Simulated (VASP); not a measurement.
# Cu (Pm-3m) in VASP: notebook, part 2 of 2

VASP 6.6.1. Earlier steps stand in the parts before.

## 3. Single point, PBE

INCAR

```
PREC = Accurate
ENCUT = 520
EDIFF = 1E-6
ISMEAR = -1
SIGMA = 0.06122561905347299
LREAL = False
LASPH = True
NELM = 100
ALGO = Normal
ISIF = 2
LWAVE = False
LCHARG = True
GGA = PE
LELF = True
LVHAR = True
NBANDS = 12
```

KPOINTS

```
regular mesh
0
Gamma
  15 15 15
```

POSCAR

```
Cu
1.0
    2.4070165040      0.0000000000      0.0000000000
    0.0000000000      2.4070165040      0.0000000000
    0.0000000000      0.0000000000      2.4070165040
Cu
1
Direct
    0.0000000000      0.0000000000      0.0000000000
```

Potentials or basis: VASP PAW PBE potentials, release 64 (Cu).

The run is started by

```bash
cat potpaw_PBE.64/Cu/POTCAR > POTCAR
mpirun -np 1 vasp_std > vasp.out
```

OUTCAR:

```text
PREC = Accurate
   ENCUT = 520
   EDIFF = 1E-6
   ISMEAR = -1
   LREAL = False
   LASPH = True
   NELM = 100
   ISIF = 2
   GGA = PE

 ion  position               nearest neighbor table
   1  0.000  0.000  0.000-

  LATTYP: Found a simple cubic cell.
 ALAT       =     2.4070165040

  Lattice vectors:

 A1 = (   2.4070165040,   0.0000000000,   0.0000000000)
 A2 = (   0.0000000000,   2.4070165040,   0.0000000000)
 A3 = (   0.0000000000,   0.0000000000,   2.4070165040)

Analysis of symmetry for initial positions (statically):
=====================================================================
 Subroutine PRICEL returns:
 Original cell was already a primitive cell.

 Routine SETGRP: Setting up the symmetry group for a
 simple cubic supercell.

 Subroutine GETGRP returns: Found 48 space group operations
 (whereof 48 operations were pure point group operations)
 out of a pool of 48 trial point group operations.

The static configuration has the point symmetry O_h .

Analysis of symmetry for dynamics (positions and initial velocities):
=====================================================================
 Subroutine PRICEL returns:
 Original cell was already a primitive cell.

 Routine SETGRP: Setting up the symmetry group for a
 simple cubic supercell.

 Subroutine GETGRP returns: Found 48 space group operations
 (whereof 48 operations were pure point group operations)
 out of a pool of 48 trial point group operations.

The dynamic configuration has the point symmetry O_h .

 Subroutine INISYM returns: Found 48 space group operations
 (whereof 48 operations are pure point group operations),
 and found     1 'primitive' translations

----------------------------------------------------------------------------------------

[... 108 lines left out ...]
   IMIX   =      4    mixing-type and parameters
     AMIX     =   0.40;   BMIX     =  1.00
     AMIX_MAG =   1.60;   BMIX_MAG =  1.00
  volume/ion in A,a.u.               =      13.95        94.11
  Fermi-wavevector in a.u.,A,eV,Ry     =   1.512609  2.858416 31.129936  2.287986
  Thomas-Fermi vector in A             =   2.622510
   LORBIT       =      0    0 simple, 1 ext, 2 COOP (PROOUT), +10 PAW based schemes
   GGA     = PE    functional components
   LHFCALC =     F    Hartree Fock is set to
   AEXX    =    0.0000 exact exchange contribution
   IVDW    =     0    specifies the selected vdW correction
   LEPSILON=     F    determine dielectric tensor
   LRPA    =     F    only Hartree local field effects (RPA)
 non-spin polarized calculation
  energy-cutoff  :      520.00
  volume of cell :       13.95
 maximum number of plane-waves:       389
 NGX is ok and might be reduce to    18
   NGX =  9   NGY =  9   NGZ =  9

 number of electron      11.0000015 magnetization

 Free energy of the ion-electron system (eV)
  ---------------------------------------------------
  ext. energy  EPLUGINS =         0.00000000
  ---------------------------------------------------
  free energy    TOTEN  =        -3.26860601 eV

  energy without entropy =       -3.26557753  energy(sigma->0) =       -3.26709177

 E-fermi :   5.4881     XC(G=0): -11.7035

 val. band max:        5.4421883300   @ k =   0.4000   0.2667   0.0667
 cond. band min:       5.7181744996   @ k =   0.4000   0.2000   0.2000
 fundamental gap:      0.2759861697
 Fermi energy:         5.4880699375

 k-point     1 :       0.0000    0.0000    0.0000
  band No.  band energies     occupation
      1      -2.4303      2.00000
      2       1.7845      2.00000
      3       1.7845      2.00000
      4       4.2540      2.00000
      5       4.2540      2.00000
      6       4.2540      2.00000
      7      23.0790      0.00000
      8      23.0790      0.00000
      9      23.0790      0.00000
     10      26.4822      0.00000
     11      26.4822      0.00000
     12      30.2258      0.00000
[... 331 lines left out ...]
 k-point    24 :       0.3333    0.2000    0.0000
  band No.  band energies     occupation
      1       0.9844      2.00000
      2       2.2674      2.00000
      3       2.8316      2.00000
      4       3.7177      2.00000
      5       3.9754      2.00000
      6       4.0551      2.00000
      7      12.0154      0.00000
      8      19.1412      0.00000
      9      27.2373      0.00000
     10      27.9635      0.00000
     11      29.5377      0.00000
     12      36.6883      0.00000

 [... further k-points ...]
[... 5 lines left out ...]
  --------------------------------------------------------------------------------------
  -------------------------------------------------------------------------------------
  Total        0.0418577      0.0418577      0.0418577      0.0000000      0.0000000      0.0000000
  in kB        4.8089357      4.8089357      4.8089357      0.0000000      0.0000000      0.0000000
  external PRESSURE =       4.8089357 kB  Pullay stress =       0.0000000 kB

 VOLUME and BASIS-vectors are now :
 -----------------------------------------------------------------------------
  energy-cutoff  :      520.00
  volume of cell :       13.95
      direct lattice vectors                 reciprocal lattice vectors
     2.407016504  0.000000000  0.000000000     0.415452075  0.000000000  0.000000000
     0.000000000  2.407016504  0.000000000     0.000000000  0.415452075  0.000000000
     0.000000000  0.000000000  2.407016504     0.000000000  0.000000000  0.415452075

 POSITION                                       TOTAL-FORCE (eV/Angst)
 -----------------------------------------------------------------------------------
      0.00000      0.00000      0.00000         0.000000      0.000000      0.000000
 -----------------------------------------------------------------------------------
    total drift:                               -0.000000      0.000000      0.000000

  FREE ENERGIE OF THE ION-ELECTRON SYSTEM (eV)
  ---------------------------------------------------
  free  energy   TOTEN  =        -3.2686060081 eV

  energy  without entropy=       -3.2655775344  energy(sigma->0) =       -3.26709177
```

OSZICAR:

```text
N       E                     dE             d eps       ncg     rms          rms(c)
DAV:   1     0.438675883313E+02    0.43868E+02   -0.54170E+03  3128   0.145E+03
DAV:   2    -0.261397830558E+01   -0.46482E+02   -0.42428E+02  2956   0.197E+02
DAV:   3    -0.398250286480E+01   -0.13685E+01   -0.13409E+01  3408   0.390E+01
DAV:   4    -0.399245560220E+01   -0.99527E-02   -0.99511E-02  3236   0.295E+00
DAV:   5    -0.399257268932E+01   -0.11709E-03   -0.11709E-03  3408   0.329E-01    0.714E+00
DAV:   6    -0.368974845525E+01    0.30282E+00   -0.13193E+01  3360   0.684E+01    0.420E+00
DAV:   7    -0.327693369133E+01    0.41281E+00   -0.22805E+00  3332   0.288E+01    0.337E-01
DAV:   8    -0.327208623035E+01    0.48475E-02   -0.22601E-02  3772   0.290E+00    0.454E-01
DAV:   9    -0.326865113844E+01    0.34351E-02   -0.24051E-02  3496   0.266E+00    0.611E-02
DAV:  10    -0.326860508083E+01    0.46058E-04   -0.31865E-04  4116   0.310E-01    0.661E-03
DAV:  11    -0.326860600810E+01   -0.92728E-06   -0.24597E-06  3376   0.173E-02
   1 F= -.32686060E+01 E0= -.32670918E+01  d E =-.302847E-02
```

stdout:

```text
POSCAR found type information on POSCAR Cu
 POSCAR found :  1 types and       1 ions
 scaLAPACK will be used
 LDA part: xc-table for (Slater+PW92), standard interpolation
 POSCAR, INCAR and KPOINTS ok, starting setup
 FFT: planning ... GRIDC
 FFT: planning ... GRID_SOFT
 FFT: planning ... GRID
 WAVECAR not read
 entering main loop
```

It took 7.9 s on 1 thread of Intel Xeon 6975P-C, shared host; peak memory 0.13 GiB.

What came out:

```
Free energy : -3.2686 eV
Pressure    : 0.5 GPa
```

## 4. Single point, PBE

This run uses another cell than the first one, of 14.22 Å³/atom, 1.020 times its volume.

INCAR

```
PREC = Accurate ; ENCUT = 520
EDIFF = 1E-7 ; ISMEAR = -1
SIGMA = 0.06122561905347299 ; LREAL = F
LASPH = T ; NELM = 60
ALGO = Normal ; ISIF = 2
LWAVE = F ; LCHARG = F
GGA = PE ; NBANDS = 12
```

KPOINTS is that of step 3.

POSCAR

```
Cu
1.0
    2.4229574752      0.0000000000      0.0000000000
    0.0000000000      2.4229574752      0.0000000000
    0.0000000000      0.0000000000      2.4229574752
Cu
1
Direct
    0.0000000000      0.0000000000      0.0000000000
```

Potentials or basis: VASP PAW PBE potentials, release 64 (Cu).

The run is started by

```bash
cat potpaw_PBE.64/Cu/POTCAR > POTCAR
mpirun -np 1 vasp_std > vasp.out
```

OUTCAR:

```text
PREC = Accurate
   ENCUT = 520
   EDIFF = 1E-7
   ISMEAR = -1
   LREAL = F
   LASPH = T
   NELM = 60
   ISIF = 2
   GGA = PE

 ion  position               nearest neighbor table
   1  0.000  0.000  0.000-

  LATTYP: Found a simple cubic cell.
 ALAT       =     2.4229574752

  Lattice vectors:

 A1 = (   2.4229574752,   0.0000000000,   0.0000000000)
 A2 = (   0.0000000000,   2.4229574752,   0.0000000000)
 A3 = (   0.0000000000,   0.0000000000,   2.4229574752)

Analysis of symmetry for initial positions (statically):
=====================================================================
 Subroutine PRICEL returns:
 Original cell was already a primitive cell.

 Routine SETGRP: Setting up the symmetry group for a
 simple cubic supercell.

 Subroutine GETGRP returns: Found 48 space group operations
 (whereof 48 operations were pure point group operations)
 out of a pool of 48 trial point group operations.

The static configuration has the point symmetry O_h .

Analysis of symmetry for dynamics (positions and initial velocities):
=====================================================================
[... 159 lines left out ...]
 cond. band min:       5.5053688196   @ k =   0.4000   0.2000   0.2000
 fundamental gap:      0.2667050112
 Fermi energy:         5.2889390609

 k-point     1 :       0.0000    0.0000    0.0000
  band No.  band energies     occupation
      1      -2.5062      2.00000
      2       1.6615      2.00000
      3       1.6615      2.00000
      4       4.0592      2.00000
      5       4.0592      2.00000
      6       4.0592      2.00000
      7      22.6630      0.00000
      8      22.6630      0.00000
      9      22.6630      0.00000
     10      26.0367      0.00000
     11      26.0367      0.00000
     12      29.6817      0.00000
[... 331 lines left out ...]
 k-point    24 :       0.3333    0.2000    0.0000
  band No.  band energies     occupation
      1       0.8670      2.00000
      2       2.1323      2.00000
      3       2.6806      2.00000
      4       3.5394      2.00000
      5       3.7933      2.00000
      6       3.8664      2.00000
      7      11.7226      0.00000
      8      18.7620      0.00000
      9      26.7679      0.00000
     10      27.4678      0.00000
     11      29.0844      0.00000
     12      36.1374      0.00000

 [... further k-points ...]
[... 5 lines left out ...]
  --------------------------------------------------------------------------------------
  -------------------------------------------------------------------------------------
  Total       -0.1538201     -0.1538201     -0.1538201     -0.0000000     -0.0000000      0.0000000
  in kB      -17.3255255    -17.3255255    -17.3255255     -0.0000000     -0.0000000      0.0000000
  external PRESSURE =     -17.3255255 kB  Pullay stress =       0.0000000 kB

 VOLUME and BASIS-vectors are now :
 -----------------------------------------------------------------------------
  energy-cutoff  :      520.00
  volume of cell :       14.22
      direct lattice vectors                 reciprocal lattice vectors
     2.422957475  0.000000000  0.000000000     0.412718758  0.000000000  0.000000000
     0.000000000  2.422957475  0.000000000     0.000000000  0.412718758  0.000000000
     0.000000000  0.000000000  2.422957475     0.000000000  0.000000000  0.412718758

 POSITION                                       TOTAL-FORCE (eV/Angst)
 -----------------------------------------------------------------------------------
      0.00000      0.00000      0.00000         0.000000      0.000000      0.000000
 -----------------------------------------------------------------------------------
    total drift:                                0.000000      0.000000      0.000000

  FREE ENERGIE OF THE ION-ELECTRON SYSTEM (eV)
  ---------------------------------------------------
  free  energy   TOTEN  =        -3.2673628341 eV

  energy  without entropy=       -3.2642433236  energy(sigma->0) =       -3.26580308
```

stdout:

```text
POSCAR found type information on POSCAR Cu
 POSCAR found :  1 types and       1 ions
 scaLAPACK will be used
 LDA part: xc-table for (Slater+PW92), standard interpolation
 POSCAR, INCAR and KPOINTS ok, starting setup
 FFT: planning ... GRIDC
 FFT: planning ... GRID_SOFT
 FFT: planning ... GRID
 WAVECAR not read
 entering main loop
```

It took 9.8 s on 1 thread of Intel Xeon 6975P-C, shared host; peak memory 0.13 GiB.

Results:

| Item | Value |
| --- | --- |
| Free energy | -3.2674 eV |
| Pressure | -1.7 GPa |
